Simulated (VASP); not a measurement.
# Cr (I4/mmm) in VASP: a series of runs

Runs on Cr. Level: PBE. Tasks: single point.

Program: VASP 6.6.1. These are calculated values, not measurements. Logs are shortened: lines on timing, memory, paths and dates and some standing lists are left out, and cuts for length are marked.

### 1 The cell of the first run

Symmetry: I4/mmm, No. 139, tetragonal system. Conventional cell: a = 2.831 Å, b = 2.831 Å, c = 3.266 Å, α = 90.00°, β = 90.00°, γ = 90.00°. Within 3.4 Å of Cr (site symmetry 4/mmm) lie 14 Cr at 2.58 to 3.27 Å.

### 2 Single point, PBE, collinear spin, antiferromagnetic start (stretched by +10 % along [0.0, 0.0, 1.0] at fixed volume)

Input file INCAR:

```
PREC = Accurate ; ENCUT = 520
EDIFF = 1E-7 ; ISMEAR = -1
SIGMA = 0.1 ; LREAL = False
LASPH = True ; NELM = 150
ALGO = Normal ; ISIF = 2
LWAVE = False ; LCHARG = False
ISPIN = 2 ; MAGMOM = -3 3
LORBIT = 11 ; LMAXMIX = 4
GGA = PE ; NBANDS = 23
```

Input file KPOINTS:

```
Automatic mesh
0
Gamma
  9 9 8
```

Input file POSCAR:

```
Cr
1.0
    2.8307344662      0.0000000000      0.0000000000
    0.0000000000      2.8307344662      0.0000000000
    0.0000000000      0.0000000000      3.2657892906
Cr
2
Direct
    0.0000000000      0.0000000000      0.0000000000
    0.5000000000      0.5000000000      0.5000000000
```

Potentials or basis: VASP PAW PBE potentials, release 64 (Cr_pv).

Started as:

```console
$ cat potpaw_PBE.64/Cr_pv/POTCAR > POTCAR
$ mpirun -np 1 vasp_std > vasp.out
```

OUTCAR:

```text
PREC = Accurate
   ENCUT = 520
   EDIFF = 1E-7
   ISMEAR = -1
   LREAL = False
   LASPH = True
   NELM = 150
   ISIF = 2
   ISPIN = 2
   LORBIT = 11
   GGA = PE

 ion  position               nearest neighbor table
   1  0.000  0.000  0.000-   2 2.58   2 2.58   2 2.58   2 2.58   2 2.58   2 2.58   2 2.58   2 2.58

   2  0.500  0.500  0.500-   1 2.58   1 2.58   1 2.58   1 2.58   1 2.58   1 2.58   1 2.58   1 2.58

  LATTYP: Found a simple tetragonal cell.
 ALAT       =     2.8307344662
 C/A-ratio  =     1.1536897330

  Lattice vectors:

 A1 = (   2.8307344662,   0.0000000000,   0.0000000000)
 A2 = (   0.0000000000,   2.8307344662,   0.0000000000)
 A3 = (   0.0000000000,   0.0000000000,   3.2657892906)

Analysis of symmetry for initial positions (statically):
=====================================================================
 Subroutine PRICEL returns following result:

  LATTYP: Found a body centered tetragonal cell.
 ALAT       =     2.8307344662
 C/A-ratio  =     1.1536897330

  Lattice vectors:

 A1 = (  -1.4153672331,  -1.4153672331,  -1.6328946453)
 A2 = (   1.4153672331,   1.4153672331,  -1.6328946453)
 A3 = (   1.4153672331,  -1.4153672331,   1.6328946453)

   2 primitive cells build up your supercell.

 Routine SETGRP: Setting up the symmetry group for a
 simple tetragonal supercell.

 Subroutine GETGRP returns: Found 16 space group operations
 (whereof 16 operations were pure point group operations)
 out of a pool of 16 trial point group operations.

The static configuration has the point symmetry D_4h.

Analysis of symmetry for dynamics (positions and initial velocities):
=====================================================================
 Subroutine PRICEL returns following result:

  LATTYP: Found a body centered tetragonal cell.
 ALAT       =     2.8307344662
 C/A-ratio  =     1.1536897330

  Lattice vectors:

 A1 = (  -1.4153672331,  -1.4153672331,  -1.6328946453)
 A2 = (   1.4153672331,   1.4153672331,  -1.6328946453)
 A3 = (   1.4153672331,  -1.4153672331,   1.6328946453)

   2 primitive cells build up your supercell.

 Routine SETGRP: Setting up the symmetry group for a
 simple tetragonal supercell.

 Subroutine GETGRP returns: Found 16 space group operations
 (whereof 16 operations were pure point group operations)
 out of a pool of 16 trial point group operations.

The dynamic configuration has the point symmetry D_4h.

Analysis of structural, dynamic, and magnetic symmetry:
=====================================================================
 Subroutine PRICEL returns following result:

  LATTYP: Found a body centered tetragonal cell.
 ALAT       =     2.8307344662
 C/A-ratio  =     1.1536897330

  Lattice vectors:

 A1 = (  -1.4153672331,  -1.4153672331,  -1.6328946453)
 A2 = (   1.4153672331,   1.4153672331,  -1.6328946453)
 A3 = (   1.4153672331,  -1.4153672331,   1.6328946453)

   2 primitive cells build up your supercell.

 Routine SETGRP: Setting up the symmetry group for a
 simple tetragonal supercell.

 Subroutine GETGRP returns: Found 16 space group operations
 (whereof 16 operations were pure point group operations)
 out of a pool of 16 trial point group operations.

The overall configuration has the point symmetry D_4h.

 Subroutine INISYM returns: Found 16 space group operations
 (whereof 16 operations are pure point group operations),
 and found     2 'primitive' translations

----------------------------------------------------------------------------------------

                                     Primitive cell

  volume of cell :      13.0845

  direct lattice vectors                    reciprocal lattice vectors
    -1.415367233 -1.415367233 -1.632894645     0.000000000 -0.353265208 -0.306204691
     1.415367233  1.415367233 -1.632894645     0.353265208  0.000000000 -0.306204691
     1.415367233 -1.415367233  1.632894645     0.353265208 -0.353265208  0.000000000

  length of vectors
     2.583190611  2.583190611  2.583190611     0.467501465  0.467501465  0.499592448

  position of ions in fractional coordinates (direct lattice)
     0.000000000  0.000000000  0.000000000

  ion indices of the primitive-cell ions
   primitive index   ion index
                 1           1

----------------------------------------------------------------------------------------

 KPOINTS: Automatic mesh

Automatic generation of k-mesh.
 Grid dimensions read from file:
 generate k-points for:    9    9    8

 Generating k-lattice:

  Cartesian coordinates                     Fractional coordinates (reciprocal lattice)
     0.039251690  0.000000000  0.000000000     0.111111111  0.000000000  0.000000000
     0.000000000  0.039251690  0.000000000     0.000000000  0.111111111  0.000000000
     0.000000000  0.000000000  0.038275586     0.000000000  0.000000000  0.125000000

  Length of vectors
     0.039251690  0.039251690  0.038275586

  Shift w.r.t. Gamma in fractional coordinates (k-lattice)
     0.000000000  0.000000000  0.000000000

 Subroutine IBZKPT returns following result:
 ===========================================

 Found     75 irreducible k-points:

 Following reciprocal coordinates:
            Coordinates               Weight
  0.000000  0.000000  0.000000      1.000000
  0.111111  0.000000  0.000000      4.000000
  0.222222  0.000000  0.000000      4.000000
  0.333333  0.000000  0.000000      4.000000
  0.444444  0.000000  0.000000      4.000000
  0.111111  0.111111  0.000000      4.000000
[... 16 lines left out ...]
  0.333333  0.111111  0.125000     16.000000
  0.444444  0.111111  0.125000     16.000000
 [... further k-points ...]
   k-points           NKPTS =     75   k-points in BZ     NKDIM =     75   number of bands    NBANDS=     23
   number of dos      NEDOS =    301   number of ions     NIONS =      2
   total plane-waves  NPLWV =  13824
   dimension x,y,z NGX =    24 NGY =   24 NGZ =   24
   dimension x,y,z NGXF=    48 NGYF=   48 NGZF=   48
   ions per type =               2
   NGX,Y,Z   is equivalent  to a cutoff of  14.09, 14.09, 12.22 a.u.
   NGXF,Y,Z  is equivalent  to a cutoff of  28.19, 28.19, 24.43 a.u.
 SYSTEM =  unknown system
   PREC   = accura    normal or accurate (medium, high low for compatibility)
   ISTART =      0    job   : 0-new  1-cont  2-samecut
   ICHARG =      2    charge: 1-file 2-atom 10-const
   ISPIN  =      2    spin polarized calculation?
   LNONCOLLINEAR =      F non collinear calculations
   LSORBIT =      F    spin-orbit coupling
   LASPH  =      T    aspherical Exc in radial PAW
   ENCUT  =  520.0 eV  38.22 Ry    6.18 a.u.   5.26  5.26  6.07*2*pi/ulx,y,z
   NELM   =    150;   NELMIN=  2; NELMDL= -5     # of ELM steps
   EDIFF  = 0.1E-06   stopping-criterion for ELM
   LREAL  =      F    real-space projection
   EDIFFG = 0.1E-05   stopping-criterion for IOM
   NSW    =      0    number of steps for IOM
   IBRION =     -1    ionic relax: 0-MD 1-quasi-New 2-CG
   NFREE  =      0    steps in history (QN), initial steepest desc. (CG)
   ISIF   =      2    stress and relaxation
   ISYM   =      2    0-nonsym 1-usesym 2-fastsym
   POTIM  = 0.5000    time-step for ionic-motion
   TEBEG  =    0.0;   TEEND  =   0.0 temperature during run
   PSTRESS=    0.0 pullay stress
   NELECT =      24.0000    total number of electrons
   NUPDOWN=      -1.0000    fix difference up-down
   EMIN   =  10.00;   EMAX   =-10.00  energy-range for DOS
   EFERMI =   0.00;   METHOD = LEGACY
   ISMEAR =    -1;   SIGMA  =   0.10  broadening in eV -4-tet -1-fermi 0-gaus
   EFERMI_NEDOS =   21; number of points for ismear=-14 and -15
   IALGO  =     38    algorithm
   IMIX   =      4    mixing-type and parameters
     AMIX     =   0.40;   BMIX     =  1.00
     AMIX_MAG =   1.60;   BMIX_MAG =  1.00
  volume/ion in A,a.u.               =      13.08        88.30
  Fermi-wavevector in a.u.,A,eV,Ry     =   1.590559  3.005721 34.421077  2.529878
  Thomas-Fermi vector in A             =   2.689235
   LORBIT       =     11    0 simple, 1 ext, 2 COOP (PROOUT), +10 PAW based schemes
   GGA     = PE    functional components
   LHFCALC =     F    Hartree Fock is set to
   AEXX    =    0.0000 exact exchange contribution
   IVDW    =     0    specifies the selected vdW correction
   LEPSILON=     F    determine dielectric tensor
   LRPA    =     F    only Hartree local field effects (RPA)
 spin polarized calculation
  energy-cutoff  :      520.00
  volume of cell :       26.17
 maximum number of plane-waves:       718
 NGX is ok and might be reduce to    24
   NGX = 11   NGY = 11   NGZ = 13

 number of electron      23.9999993 magnetization       0.0000000

 number of electron      23.9999993 magnetization      -0.0000000

 Free energy of the ion-electron system (eV)
  ---------------------------------------------------
  ext. energy  EPLUGINS =         0.00000000
  ---------------------------------------------------
  free energy    TOTEN  =       -18.67176941 eV

  energy without entropy =      -18.62839277  energy(sigma->0) =      -18.65008109

 E-fermi :   9.3638     XC(G=0): -12.9098

 val. band max:        9.3288736743   @ k =   0.1111   0.0000   0.3750
 cond. band min:       9.3865563914   @ k =   0.4444   0.0000   0.0000
 fundamental gap:      0.0576827172
 Fermi energy:         9.3637556048

 spin component 1

 k-point     1 :       0.0000    0.0000    0.0000
  band No.  band energies     occupation
      1     -34.4672      1.00000
      2     -34.3296      1.00000
      3     -34.3296      1.00000
      4     -32.5868      1.00000
      5     -32.4342      1.00000
      6     -32.4342      1.00000
[... 15 lines left out ...]
     22      20.5954      0.00000
     23      23.3713      0.00000

 k-point     2 :       0.1111    0.0000    0.0000
  band No.  band energies     occupation
      1     -34.4613      1.00000
      2     -34.3477      1.00000
      3     -34.3260      1.00000
      4     -32.5897      1.00000
      5     -32.4577      1.00000
      6     -32.4346      1.00000
[... 15 lines left out ...]
     22      21.1367      0.00000
     23      23.4406      0.00000

 k-point     3 :       0.2222    0.0000    0.0000
  band No.  band energies     occupation
      1     -34.4460      1.00000
      2     -34.3933      1.00000
      3     -34.3171      1.00000
      4     -32.5970      1.00000
      5     -32.5170      1.00000
      6     -32.4356      1.00000
[... 15 lines left out ...]
     22      22.5725      0.00000
     23      23.5427      0.00000
[... 495 lines left out ...]
 k-point    23 :       0.3333    0.1111    0.1250
  band No.  band energies     occupation
      1     -34.4526      1.00000
      2     -34.4304      1.00000
      3     -34.3280      1.00000
      4     -32.6091      1.00000
      5     -32.5707      1.00000
      6     -32.4546      1.00000
[... 15 lines left out ...]
     22      22.6904      0.00000
     23      24.7321      0.00000

 k-point    24 :       0.4444    0.1111    0.1250
  band No.  band energies     occupation
      1     -34.4848      1.00000
      2     -34.4260      1.00000
      3     -34.3228      1.00000
      4     -32.6149      1.00000
      5     -32.6059      1.00000
      6     -32.4537      1.00000
[... 15 lines left out ...]
     22      22.7647      0.00000
     23      24.2622      0.00000

 [... further k-points ...]

 spin component 2

 k-point     1 :       0.0000    0.0000    0.0000
  band No.  band energies     occupation
      1     -34.4672      1.00000
      2     -34.3296      1.00000
      3     -34.3296      1.00000
      4     -32.5868      1.00000
      5     -32.4342      1.00000
      6     -32.4342      1.00000
[... 15 lines left out ...]
     22      20.5954      0.00000
     23      23.3713      0.00000

 k-point     2 :       0.1111    0.0000    0.0000
  band No.  band energies     occupation
      1     -34.4613      1.00000
      2     -34.3477      1.00000
      3     -34.3260      1.00000
      4     -32.5897      1.00000
      5     -32.4577      1.00000
      6     -32.4346      1.00000
[... 15 lines left out ...]
     22      21.1367      0.00000
     23      23.4406      0.00000

 k-point     3 :       0.2222    0.0000    0.0000
  band No.  band energies     occupation
      1     -34.4460      1.00000
      2     -34.3933      1.00000
      3     -34.3171      1.00000
      4     -32.5970      1.00000
      5     -32.5170      1.00000
      6     -32.4356      1.00000
[... 15 lines left out ...]
     22      22.5725      0.00000
     23      23.5427      0.00000
[... 495 lines left out ...]
 k-point    23 :       0.3333    0.1111    0.1250
  band No.  band energies     occupation
      1     -34.4526      1.00000
      2     -34.4304      1.00000
      3     -34.3280      1.00000
      4     -32.6091      1.00000
      5     -32.5707      1.00000
      6     -32.4546      1.00000
[... 15 lines left out ...]
     22      22.6904      0.00000
     23      24.7321      0.00000

 k-point    24 :       0.4444    0.1111    0.1250
  band No.  band energies     occupation
      1     -34.4848      1.00000
      2     -34.4260      1.00000
      3     -34.3228      1.00000
      4     -32.6149      1.00000
      5     -32.6059      1.00000
      6     -32.4537      1.00000
[... 15 lines left out ...]
     22      22.7647      0.00000
     23      24.2622      0.00000

 [... further k-points ...]
[... 5 lines left out ...]
  --------------------------------------------------------------------------------------
  -------------------------------------------------------------------------------------
  Total       -0.0196184     -0.0196184     -4.9674165      0.0000000      0.0000000     -0.0000000
  in kB       -1.2011225     -1.2011225   -304.1268268      0.0000000      0.0000000     -0.0000000
  external PRESSURE =    -102.1763573 kB  Pullay stress =       0.0000000 kB

 VOLUME and BASIS-vectors are now :
 -----------------------------------------------------------------------------
  energy-cutoff  :      520.00
  volume of cell :       26.17
      direct lattice vectors                 reciprocal lattice vectors
     2.830734466  0.000000000  0.000000000     0.353265208  0.000000000  0.000000000
     0.000000000  2.830734466  0.000000000     0.000000000  0.353265208  0.000000000
     0.000000000  0.000000000  3.265789291     0.000000000  0.000000000  0.306204691

 POSITION                                       TOTAL-FORCE (eV/Angst)
 -----------------------------------------------------------------------------------
      0.00000      0.00000      0.00000         0.000000     -0.000000      0.000000
      1.41537      1.41537      1.63289        -0.000000      0.000000     -0.000000
 -----------------------------------------------------------------------------------
    total drift:                                0.000000      0.000000     -0.000000

  FREE ENERGIE OF THE ION-ELECTRON SYSTEM (eV)
  ---------------------------------------------------
  free  energy   TOTEN  =       -18.6717694075 eV

  energy  without entropy=      -18.6283927734  energy(sigma->0) =      -18.65008109

 total charge

# of ion       s       p       d       tot
------------------------------------------
    1        0.400   6.326   4.104  10.831
    2        0.400   6.326   4.104  10.831
--------------------------------------------------
tot          0.800  12.653   8.209  21.662

 magnetization (x)

# of ion       s       p       d       tot
------------------------------------------
    1       -0.026  -0.020  -1.799  -1.845
    2        0.026   0.020   1.799   1.845
--------------------------------------------------
tot          0.000   0.000   0.000   0.000
```

It took 46 s on 1 thread of Intel Xeon Platinum 8488C (Sapphire Rapids), shared host; peak memory 0.19 GiB.

Results:

```yaml
Free_energy: -18.6718 eV
Pressure: -10.2 GPa
Band_gap_on_the_k_mesh: zero (filled and empty bands overlap)
Net_moment: 0.00 μB per cell
Site_moments: Cr -1.84, +1.84 μB
Valence_electrons_inside_the_program's_atomic_spheres: Cr 10.83
```

Stress tensor (GPa, compression positive):
```
 -0.12   0.00   0.00
  0.00  -0.12   0.00
  0.00   0.00 -30.41
```

### 3 Single point, PBE, collinear spin, antiferromagnetic start (stretched by +10 % along [0.0, 0.0, 1.0] at fixed volume)

Input file INCAR:

```
SYSTEM = Cr
ALGO = Normal ; EDIFF = 1E-6
ENCUT = 520 ; GGA = PE
ISIF = 2 ; ISMEAR = -1
ISPIN = 2 ; LASPH = .True.
LCHARG = .False. ; LMAXMIX = 4
LORBIT = 11 ; LREAL = .False.
LWAVE = .False. ; MAGMOM = -1.7 1.7
NBANDS = 23 ; NELM = 150
PREC = Accurate ; SIGMA = 0.1
```

Input file KPOINTS:

```
k-points
0
Gamma
  9 9 8
  0 0 0
```

POSCAR is that of step 2.

Potentials or basis: VASP PAW PBE potentials, release 64 (Cr_pv).

Started as:

```console
$ cat potpaw_PBE.64/Cr_pv/POTCAR > POTCAR
$ mpirun -np 1 vasp_std > vasp.out
```

Wall time 44 s (1 thread of Intel Xeon Platinum 8488C (Sapphire Rapids), shared host); peak memory 0.19 GiB.

It converged, with:

- Free energy: -18.6718 eV
- Pressure: -10.2 GPa
- Band gap on the k mesh: zero (filled and empty bands overlap)
- Net moment: 0.00 μB per cell
- Site moments: Cr -1.84, +1.84 μB
- Valence electrons inside the program's atomic spheres: Cr 10.83

Stress tensor (GPa, compression positive):
```
 -0.11   0.00   0.00
  0.00  -0.11   0.00
  0.00   0.00 -30.40
```

Levels at points of the mesh, in eV from the Fermi level:
Spin up:
| k point | band 9 | band 10 | band 11 | band 12 | band 13 | band 14 | band 15 | band 16 |
| --- | --- | --- | --- | --- | --- | --- | --- | --- |
| (0.00, 0.00, 0.00) | -3.40 | -1.00 | -1.00 | -0.25 | 0.71 | 1.55 | 2.58 | 2.61 |
| (0.00, 0.00, 0.50) | -2.21 | -0.85 | -0.63 | -0.63 | 0.14 | 0.56 | 1.02 | 1.02 |
Spin down:
```tsv
k point	band 10	band 11	band 12	band 13	band 14	band 15
(0.00, 0.00, 0.00)	-1.00	-1.00	-0.25	0.71	1.55	2.58
(0.00, 0.00, 0.50)	-0.85	-0.63	-0.63	0.14	0.56	1.02
```
